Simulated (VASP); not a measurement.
Here is a VASP 6.6.1 calculation.

The input INCAR:

```
SYSTEM = Bi
PREC = Accurate
ENCUT = 520
EDIFF = 1E-7
ISMEAR = -1
SIGMA = 0.1
LREAL = .False.
LASPH = .True.
NELM = 80
ALGO = Normal
ISIF = 2
LWAVE = .False.
LCHARG = .True.
GGA = RE
LELF = .True.
LVHAR = .True.
NBANDS = 22
```

File KPOINTS:

```
Automatic mesh
0
Gamma
  17 17 9
  0 0 0
```

Contents of POSCAR:

```
Bi
1.0
    3.5645040821      0.0000000000      0.0000000000
   -1.7822520411      3.0869510870      0.0000000000
    0.0000000000      0.0000000000      5.8650043133
Bi
2
Direct
    0.3333333333      0.6666666667      0.2500000000
    0.6666666667      0.3333333333      0.7500000000
```

Potentials or basis: VASP PAW PBE potentials, release 64 (Bi_d).

Command:

```sh
$ cat potpaw_PBE.64/Bi_d/POTCAR > POTCAR
$ mpirun -np 1 vasp_std > vasp.out
```

(1) Predict the pressure.

(2) Estimate the band gap on the k mesh.

Results:

(1) 0.0 GPa.

(2) zero (band 15 reaches 11.48 eV, above the bottom of band 16 at 5.33 eV).

Caveat: the PAW data sets were made with another functional, which shifts forces and pressure a little; spin-orbit coupling is left out, which moves the levels of the heavy elements.
